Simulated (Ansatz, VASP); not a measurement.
## One calculation of W, two programs

```
W
1.0
    -1.56765    1.56765    1.56765
     1.56765   -1.56765    1.56765
     1.56765    1.56765   -1.56765
W
1
Direct
  0.00000 0.00000 0.00000
```

Alike in both runs: functional LDA; k mesh 24 × 24 × 24; no spin polarisation.

Ansatz relaxed the structure, and its values are those at the end. VASP's run is a single point on that final structure, the one shown.

|  | VASP | Ansatz |
| --- | --- | --- |
| version | VASP 6.6.1 | Ansatz 0.2.0 |
| potentials or method | VASP PAW LDA potentials, release 64 (W_sv) | plane-wave PAW, scalar-relativistic |
| plane-wave cutoff (eV) | 520 | 420 |
| occupations | methfessel-paxton of order 1, width 0.1 eV | cold, width 0.1 eV |
| valence electrons in the cell | 14 | 14 |

```csv
,VASP,Ansatz,Ansatz less VASP
pressure (GPa),1.9,0.0,-1.86
```

Ansatz warns that its potentials were made for another functional, while VASP's fit it. LDA's correlation is that of Perdew and Zunger in VASP and of Perdew and Wang (1992) in Ansatz.

Neither program's run includes spin-orbit coupling.
